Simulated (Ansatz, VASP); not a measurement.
# In: VASP beside Ansatz

```
In
1.0
     3.34917    0.00000    0.00000
    -1.67458    2.90047    0.00000
     0.00000    0.00000   10.87908
In
4
Cartesian
  1.6746 2.9005 0.0000
  1.6746 2.9005 5.4395
  0.0000 1.9336 2.7198
  1.6746 0.9668 8.1593
```

Alike in both runs: task single point; functional PBE; k mesh 12 × 12 × 4; occupations fermi-dirac, width 0.1 eV; no spin polarisation.

|  | VASP | Ansatz |
| --- | --- | --- |
| version | VASP 6.6.1 | Ansatz 0.2.0 |
| potentials or method | VASP PAW PBE potentials, release 64 (In_d), cutoff 520 eV | plane waves (420 eV) with PAW, scalar-relativistic |
| valence electrons in the cell | 52 | 52 |

```tsv
	VASP	Ansatz	Ansatz less VASP
pressure (GPa)	1.6	1.6	+0.05
traceless stress, the component that is largest in VASP (GPa)	0.06	0.06	-0.001
```

The functional is the same, so the differences come from potentials, cutoffs and numerics.
